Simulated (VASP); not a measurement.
# Ga7N8 (a cell with a defect) in VASP: a series of runs

Ga7N8 (a cell with a defect) is run at these levels: PBE; tasks: single point, relaxation of the atoms.

Everything below comes from runs of VASP 6.6.1. Logs are shortened: lines on timing, memory, paths and dates and some standing lists are left out, and cuts for length are marked.

## 1. The cell of the first run

The cell holds a defect, 15 atoms: a = 5.243 Å, b = 6.437 Å, c = 6.437 Å, α = 120.00°, β = 90.00°, γ = 90.00°.

## 2. Single point, PBE (atoms taken out, then relaxed in part)

INCAR

```
PREC = Accurate
ENCUT = 520
EDIFF = 1E-7
ISMEAR = 0
SIGMA = 0.01
LREAL = Auto
LASPH = T
NELM = 60
ALGO = Normal
ISIF = 2
LWAVE = F
LCHARG = F
GGA = PE
NELECT = 132.0
NBANDS = 78
```

KPOINTS

```
regular mesh
0
Gamma
  3 3 3
```

POSCAR

```
Ga7N8
1.0
    0.0000000000      0.0000000000     -5.2430305161
    3.2184289158     -5.5744824027      0.0000000000
   -6.4368578316      0.0000000000      0.0000000000
Ga N
7 8
Direct
   -0.0022305142      0.6666084663      0.3345585581
   -0.0022288195      0.1643600875      0.8323033453
   -0.0022292802      0.6666062666      0.8323026604
    0.4993791282      0.3304901454      0.1684159188
    0.4993823091      0.8365826389      0.1684150192
    0.4993801047      0.3304878085      0.6623152986
    0.5017079678      0.8325238506      0.6663864928
    0.5929418084      0.1658513110      0.3330453433
    0.6253390677      0.6668426948      0.3350291577
    0.6253402948      0.1638809481      0.8320633016
    0.6253399469      0.6668423598      0.8320615686
    0.1334781963      0.3484852639      0.1504299317
    0.1334808223      0.8006036459      0.1504289891
    0.1334743905      0.3484767561      0.6982887673
    0.1252315372      0.8325264900      0.6663908641
```

Potentials or basis: VASP PAW PBE potentials, release 64 (Ga_d, N).

Started as:

```
$ cat potpaw_PBE.64/Ga_d/POTCAR potpaw_PBE.64/N/POTCAR > POTCAR
$ mpirun -np 1 vasp_std > vasp.out
```

OUTCAR:

```text
PREC = Accurate
   ENCUT = 520
   EDIFF = 1E-7
   ISMEAR = 0
   LREAL = Auto
   LASPH = T
   NELM = 60
   ISIF = 2
   GGA = PE
   NELECT = 132.0

 ion  position               nearest neighbor table
   1  0.998  0.667  0.335-  12 1.92  13 1.92   9 1.95  15 1.97
   2  0.998  0.164  0.832-  12 1.92  14 1.92  10 1.95  15 1.97
   3  0.998  0.667  0.832-  14 1.92  13 1.92  11 1.95  15 1.97
   4  0.499  0.330  0.168-   8 1.90  12 1.93   9 1.99  10 1.99
   5  0.499  0.837  0.168-   8 1.90  13 1.93  11 1.99   9 1.99
   6  0.499  0.330  0.662-   8 1.90  14 1.93  11 1.99  10 1.99
   7  0.502  0.833  0.666-  11 1.96   9 1.96  10 1.96  15 1.97
   8  0.593  0.166  0.333-   5 1.90   4 1.90   6 1.90
   9  0.625  0.667  0.335-   1 1.95   7 1.96   4 1.99   5 1.99
  10  0.625  0.164  0.832-   2 1.95   7 1.96   4 1.99   6 1.99
  11  0.625  0.667  0.832-   3 1.95   7 1.96   5 1.99   6 1.99
  12  0.133  0.348  0.150-   1 1.92   2 1.92   4 1.93
  13  0.133  0.801  0.150-   1 1.92   3 1.92   5 1.93
  14  0.133  0.348  0.698-   3 1.92   2 1.92   6 1.93
  15  0.125  0.833  0.666-   3 1.97   1 1.97   2 1.97   7 1.97

  LATTYP: Found a hexagonal cell.
 ALAT       =     6.4368578316
 C/A-ratio  =     0.8145325954

  Lattice vectors:

 A1 = (   3.2184289158,  -5.5744824027,   0.0000000000)
 A2 = (  -6.4368578316,   0.0000000000,   0.0000000000)
 A3 = (   0.0000000000,   0.0000000000,  -5.2430305161)

Analysis of symmetry for initial positions (statically):
=====================================================================
 Subroutine PRICEL returns:
 Original cell was already a primitive cell.

 Routine SETGRP: Setting up the symmetry group for a
 hexagonal supercell.

 Subroutine GETGRP returns: Found  2 space group operations
 (whereof  1 operations were pure point group operations)
 out of a pool of 24 trial point group operations.

The static configuration has the point symmetry C_1 .
 The point group associated with its full space group is C_1h.

Analysis of symmetry for dynamics (positions and initial velocities):
=====================================================================
 Subroutine PRICEL returns:
 Original cell was already a primitive cell.

 Routine SETGRP: Setting up the symmetry group for a
 hexagonal supercell.

 Subroutine GETGRP returns: Found  2 space group operations
 (whereof  1 operations were pure point group operations)
 out of a pool of 24 trial point group operations.

The dynamic configuration has the point symmetry C_1 .
 The point group associated with its full space group is C_1h.

 Subroutine INISYM returns: Found  2 space group operations
 (whereof  1 operations are pure point group operations),
 and found     1 'primitive' translations

----------------------------------------------------------------------------------------

                                     Primitive cell

  volume of cell :     188.1312

  direct lattice vectors                    reciprocal lattice vectors
     0.000000000  0.000000000 -5.243030516     0.000000000  0.000000000 -0.190729388
     3.218428916 -5.574482403  0.000000000     0.000000000 -0.179388852  0.000000000
    -6.436857832  0.000000000  0.000000000    -0.155355303 -0.089694426  0.000000000

  length of vectors
     5.243030516  6.436857832  6.436857832     0.190729388  0.179388852  0.179388852

  position of ions in fractional coordinates (direct lattice)
     0.997769486  0.666608466  0.334558558
     0.997771181  0.164360088  0.832303345
     0.997770720  0.666606267  0.832302660
     0.499379128  0.330490145  0.168415919
     0.499382309  0.836582639  0.168415019
     0.499380105  0.330487809  0.662315299
     0.501707968  0.832523851  0.666386493
     0.592941808  0.165851311  0.333045343
     0.625339068  0.666842695  0.335029158
     0.625340295  0.163880948  0.832063302
     0.625339947  0.666842360  0.832061569
     0.133478196  0.348485264  0.150429932
     0.133480822  0.800603646  0.150428989
     0.133474390  0.348476756  0.698288767
     0.125231537  0.832526490  0.666390864

  ion indices of the primitive-cell ions
   primitive index   ion index
                 1           1
                 2           2
                 3           3
                 4           4
                 5           5
                 6           6
                 7           7
                 8           8
                 9           9
                10          10
                11          11
                12          12
                13          13
                14          14
                15          15

----------------------------------------------------------------------------------------

 KPOINTS: regular mesh

Automatic generation of k-mesh.
 Grid dimensions read from file:
 generate k-points for:    3    3    3

 Generating k-lattice:

  Cartesian coordinates                     Fractional coordinates (reciprocal lattice)
     0.000000000  0.000000000 -0.063576463     0.333333333  0.000000000  0.000000000
     0.000000000 -0.059796284  0.000000000     0.000000000  0.333333333  0.000000000
    -0.051785101 -0.029898142  0.000000000     0.000000000  0.000000000  0.333333333

  Length of vectors
     0.063576463  0.059796284  0.059796284

  Shift w.r.t. Gamma in fractional coordinates (k-lattice)
     0.000000000  0.000000000  0.000000000

 Subroutine IBZKPT returns following result:
 ===========================================

 Found     10 irreducible k-points:

 Following reciprocal coordinates:
            Coordinates               Weight
  0.000000  0.000000  0.000000      1.000000
  0.333333  0.000000  0.000000      2.000000
  0.000000  0.333333  0.000000      4.000000
  0.000000 -0.000000  0.333333      2.000000
  0.333333  0.333333  0.000000      4.000000
  0.333333 -0.000000  0.333333      2.000000
  0.333333 -0.333333  0.000000      4.000000
  0.333333  0.000000 -0.333333      2.000000
  0.000000  0.333333  0.333333      2.000000
  0.333333  0.333333  0.333333      4.000000
   k-points           NKPTS =     10   k-points in BZ     NKDIM =     10   number of bands    NBANDS=     78
   number of dos      NEDOS =    301   number of ions     NIONS =     15
   total plane-waves  NPLWV =  92160
   dimension x,y,z NGX =    40 NGY =   48 NGZ =   48
   dimension x,y,z NGXF=    80 NGYF=   96 NGZF=   96
   ions per type =               7   8
   NGX,Y,Z   is equivalent  to a cutoff of  12.68, 12.40, 12.40 a.u.
   NGXF,Y,Z  is equivalent  to a cutoff of  25.37, 24.79, 24.79 a.u.
 SYSTEM =  unknown system
   PREC   = accura    normal or accurate (medium, high low for compatibility)
   ISTART =      0    job   : 0-new  1-cont  2-samecut
   ICHARG =      2    charge: 1-file 2-atom 10-const
   ISPIN  =      1    spin polarized calculation?
   LNONCOLLINEAR =      F non collinear calculations
   LSORBIT =      F    spin-orbit coupling
   LASPH  =      T    aspherical Exc in radial PAW
   ENCUT  =  520.0 eV  38.22 Ry    6.18 a.u.   9.75 11.97 11.97*2*pi/ulx,y,z
   NELM   =     60;   NELMIN=  2; NELMDL= -5     # of ELM steps
   EDIFF  = 0.1E-06   stopping-criterion for ELM
   LREAL  =      T    real-space projection
   EDIFFG = 0.1E-05   stopping-criterion for IOM
   NSW    =      0    number of steps for IOM
   IBRION =     -1    ionic relax: 0-MD 1-quasi-New 2-CG
   NFREE  =      0    steps in history (QN), initial steepest desc. (CG)
   ISIF   =      2    stress and relaxation
   ISYM   =      2    0-nonsym 1-usesym 2-fastsym
   POTIM  = 0.5000    time-step for ionic-motion
   TEBEG  =    0.0;   TEEND  =   0.0 temperature during run
   PSTRESS=    0.0 pullay stress
   NELECT =     132.0000    total number of electrons
   NUPDOWN=      -1.0000    fix difference up-down
   EMIN   =  10.00;   EMAX   =-10.00  energy-range for DOS
   EFERMI =   0.00;   METHOD = LEGACY
   ISMEAR =     0;   SIGMA  =   0.01  broadening in eV -4-tet -1-fermi 0-gaus
   EFERMI_NEDOS =   21; number of points for ismear=-14 and -15
   IALGO  =     38    algorithm
   IMIX   =      4    mixing-type and parameters
     AMIX     =   0.40;   BMIX     =  1.00
     AMIX_MAG =   1.60;   BMIX_MAG =  1.00
  volume/ion in A,a.u.               =      12.54        84.64
  Fermi-wavevector in a.u.,A,eV,Ry     =   1.454719  2.749021 28.792760  2.116208
  Thomas-Fermi vector in A             =   2.571837
   LORBIT       =      0    0 simple, 1 ext, 2 COOP (PROOUT), +10 PAW based schemes
   GGA     = PE    functional components
   LHFCALC =     F    Hartree Fock is set to
   AEXX    =    0.0000 exact exchange contribution
   IVDW    =     0    specifies the selected vdW correction
   LEPSILON=     F    determine dielectric tensor
   LRPA    =     F    only Hartree local field effects (RPA)
 non-spin polarized calculation
 Gauss-broadening in eV      SIGMA  =   0.01
  energy-cutoff  :      520.00
  volume of cell :      188.13
 maximum number of plane-waves:      5076
 NGX is ok and might be reduce to    40
   NGX = 19   NGY = 23   NGZ = 23

 number of electron     131.9999928 magnetization

 Free energy of the ion-electron system (eV)
  ---------------------------------------------------
  ext. energy  EPLUGINS =         0.00000000
  ---------------------------------------------------
  free energy    TOTEN  =       -83.17528502 eV

  energy without entropy =      -83.17282444  energy(sigma->0) =      -83.17405473

 E-fermi :   4.4118     XC(G=0): -11.0298

 val. band max:        4.4044131707   @ k =   0.3333  -0.3333   0.0000
 cond. band min:       4.4154631798   @ k =   0.3333   0.3333   0.0000
 fundamental gap:      0.0110500091
 Fermi energy:         4.4117580745

 k-point     1 :       0.0000    0.0000    0.0000
  band No.  band energies     occupation
      1     -11.7625      2.00000
      2     -11.1254      2.00000
      3     -11.0511      2.00000
      4     -11.0510      2.00000
      5     -10.8034      2.00000
      6     -10.6776      2.00000
[... 70 lines left out ...]
     77      10.6240      0.00000
     78      11.9195      0.00000

 k-point     2 :       0.3333    0.0000    0.0000
  band No.  band energies     occupation
      1     -11.5159      2.00000
      2     -11.1794      2.00000
      3     -11.0055      2.00000
      4     -11.0055      2.00000
      5     -10.8029      2.00000
      6     -10.6617      2.00000
[... 70 lines left out ...]
     77      11.5139      0.00000
     78      12.1964      0.00000
[... 565 lines left out ...]
     77      11.5961      0.00000
     78      11.8364      0.00000

 k-point    10 :       0.3333    0.3333    0.3333
  band No.  band energies     occupation
      1     -11.2688      2.00000
      2     -11.1507      2.00000
      3     -11.0595      2.00000
      4     -11.0119      2.00000
      5     -10.7724      2.00000
      6     -10.6966      2.00000
[... 70 lines left out ...]
     77      11.2832      0.00000
     78      11.3573      0.00000

------------------------ aborting loop because EDIFF is reached ----------------------------------------

  FORCE on cell =-STRESS in cart. coord.  units (eV):
  Direction    XX          YY          ZZ          XY          YZ          ZX
  --------------------------------------------------------------------------------------
  -------------------------------------------------------------------------------------
  Total        9.6645248      9.6630485     12.6944268      0.0012785     -0.0001514     -0.0002614
  in kB       82.3057614     82.2931890    108.1092429      0.0108880     -0.0012893     -0.0022262
  external PRESSURE =      90.9027311 kB  Pullay stress =       0.0000000 kB

 VOLUME and BASIS-vectors are now :
 -----------------------------------------------------------------------------
  energy-cutoff  :      520.00
  volume of cell :      188.13
      direct lattice vectors                 reciprocal lattice vectors
     0.000000000  0.000000000 -5.243030516     0.000000000  0.000000000 -0.190729388
     3.218428916 -5.574482403  0.000000000     0.000000000 -0.179388852  0.000000000
    -6.436857832  0.000000000  0.000000000    -0.155355303 -0.089694426  0.000000000

 POSITION                                       TOTAL-FORCE (eV/Angst)
 -----------------------------------------------------------------------------------
     -0.00807     -3.71600     -5.23134         0.001137      0.000657      0.003847
     -4.82844     -0.91622     -5.23134         0.000060     -0.000762      0.003641
     -3.21199     -3.71598     -5.23134        -0.000630      0.000433      0.003641
     -0.02041     -1.84231     -2.61826        -0.021331      0.012242      0.001721
      1.60842     -4.66352     -2.61828        -0.000063     -0.024594      0.001721
     -3.19958     -1.84230     -2.61827         0.020963      0.012103      0.002772
     -1.61002     -4.64089     -2.63047         0.000537      0.000310     -0.002145
     -1.60998     -0.92454     -3.10881        -0.000340     -0.000196      0.003082
     -0.01035     -3.71730     -3.27867         0.002993      0.001728     -0.010254
     -4.82843     -0.91355     -3.27868        -0.000089     -0.003388     -0.010161
     -3.20968     -3.71730     -3.27868        -0.002979      0.001617     -0.010161
      0.15328     -1.94262     -0.69983        -0.003014      0.001633     -0.002001
      1.60840     -4.46295     -0.69984        -0.000093     -0.003426     -0.002001
     -3.37324     -1.94258     -0.69981         0.002487      0.001436     -0.001655
     -1.61004     -4.64090     -0.65659         0.000361      0.000208      0.017955
 -----------------------------------------------------------------------------------
    total drift:                                0.042879     -0.070770      0.002517

  FREE ENERGIE OF THE ION-ELECTRON SYSTEM (eV)
  ---------------------------------------------------
  free  energy   TOTEN  =       -83.1752850215 eV

  energy  without entropy=      -83.1728244384  energy(sigma->0) =      -83.17405473
```

It took 10 min on 1 thread of AMD EPYC 7R43 (Zen 3), shared host; peak memory 0.29 GiB.

Results:

| Quantity | Value |
| --- | --- |
| Free energy | -83.1753 eV |
| Largest force | 0.025 eV/Å |

Forces on the atoms (eV/Å):
```
Ga   0.001  0.001  0.004
Ga   0.000 -0.001  0.004
Ga  -0.001  0.000  0.004
Ga  -0.021  0.012  0.002
Ga   0.000 -0.025  0.002
Ga   0.021  0.012  0.003
Ga   0.001  0.000 -0.002
N    0.000  0.000  0.003
N    0.003  0.002 -0.010
N    0.000 -0.003 -0.010
N   -0.003  0.002 -0.010
N   -0.003  0.002 -0.002
N    0.000 -0.003 -0.002
N    0.002  0.001 -0.002
N    0.000  0.000  0.018
```

Levels at points of the mesh, in eV from the Fermi level:
```tsv
k point	band 62	band 63	band 64	band 65	band 66	band 67	band 68	band 69	band 70	band 71
(0.00, 0.00, 0.00)	-1.21	-0.85	-0.85	-0.18	0.14	0.15	1.67	3.88	4.62	4.62
```

Caveat: the k points lie up to 0.40 Å⁻¹ apart; the cell carries a net charge on a neutralising background, which shifts energy and pressure; the cell differs from its parent crystal (atoms taken out, then relaxed in part); the cell is charged against a uniform background, so pressure and absolute levels hang on convention.

## 3. Single point, PBE (atoms taken out, then relaxed in part)

INCAR is that of step 2.

KPOINTS is that of step 2.

POSCAR

```
Ga7N8
1.0
    0.0000000000      0.0000000000     -5.2430304920
   -3.2184289239      5.5744824167      0.0000000000
    6.4368578478      0.0000000000      0.0000000000
Ga N
7 8
Direct
    0.0007015368      0.8335857228      0.1662629571
    0.0007022751      0.3359196319      0.6685962726
    0.0007012461      0.8335902423      0.6685976619
    0.5024250858      0.1697794409      0.3324012477
    0.5024218075      0.6635286144      0.3324009340
    0.5024220377      0.1697812693      0.8386533410
    0.5047456762      0.6676964176      0.8344841659
    0.5958774638      0.3343623568      0.1678186016
    0.6282878503      0.8334391843      0.1659705094
    0.6282901038      0.3362129677      0.6687434326
    0.6282874717      0.8334404720      0.6687429384
    0.1363743513      0.1517730780      0.3504087633
    0.1363719757      0.6995443981      0.3504075663
    0.1363737985      0.1517750760      0.8026365250
    0.1281486277      0.6676982165      0.8344847589
```

Potentials or basis: VASP PAW PBE potentials, release 64 (Ga_d, N).

Started as:

```
$ cat potpaw_PBE.64/Ga_d/POTCAR potpaw_PBE.64/N/POTCAR > POTCAR
$ mpirun -np 1 vasp_std > vasp.out
```

Wall time 8 min (1 thread of Intel Xeon 8259CL, shared host); peak memory 0.32 GiB.

It converged, with:

| Property | Result |
| --- | --- |
| Free energy | -83.1755 eV |
| Largest force | 0.021 eV/Å |

Forces on the atoms (eV/Å):
```
Ga   0.009  0.005 -0.002
Ga   0.000 -0.011 -0.002
Ga  -0.009  0.005 -0.002
Ga  -0.013  0.007  0.015
Ga   0.000 -0.015  0.015
Ga   0.013  0.007  0.015
Ga   0.000  0.000 -0.002
N    0.000  0.000 -0.003
N   -0.010 -0.006 -0.008
N    0.000  0.011 -0.008
N    0.010 -0.006 -0.008
N   -0.001  0.000 -0.008
N    0.000 -0.001 -0.008
N    0.001  0.000 -0.008
N    0.000  0.000  0.012
```

Levels at points of the mesh, in eV from the Fermi level:
| k point | band 62 | band 63 | band 64 | band 65 | band 66 | band 67 | band 68 | band 69 | band 70 | band 71 |
| --- | --- | --- | --- | --- | --- | --- | --- | --- | --- | --- |
| (0.00, 0.00, 0.00) | -1.21 | -0.85 | -0.85 | -0.18 | 0.15 | 0.15 | 1.67 | 3.88 | 4.61 | 4.61 |

Caveat: the k points lie up to 0.40 Å⁻¹ apart; the cell carries a net charge on a neutralising background, which shifts energy and pressure; the cell differs from its parent crystal (atoms taken out, then relaxed in part); the cell is charged against a uniform background, so pressure and absolute levels hang on convention.

[end of part 1 of 2]
